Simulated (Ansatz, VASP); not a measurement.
Two plane-wave programs on Pb

```
CELL_PARAMETERS angstrom
0.00000 2.43755 2.43755
2.43755 0.00000 2.43755
2.43755 2.43755 0.00000
ATOMIC_POSITIONS crystal
Pb 0.00000 0.00000 0.00000
```

Alike in both runs: task single point; functional LDA; k mesh 11 × 11 × 11; occupations gaussian, width 0.2 eV; no spin polarisation.

|  | VASP | Ansatz |
| --- | --- | --- |
| version | VASP 6.6.1 | Ansatz 0.2.0 |
| potentials or method | VASP PAW LDA potentials, release 64 (Pb_d), cutoff 520 eV | plane waves (420 eV) with PAW, scalar-relativistic |
| valence electrons in the cell | 14 | 14 |

|  | VASP | Ansatz | Ansatz less VASP |
| --- | --- | --- | --- |
| pressure (GPa) | 0.0 | -0.1 | -0.04 |

Ansatz warns that its potentials were made for another functional, while VASP's fit it. LDA's correlation is that of Perdew and Zunger in VASP and of Perdew and Wang (1992) in Ansatz.

Spin-orbit coupling is off throughout.
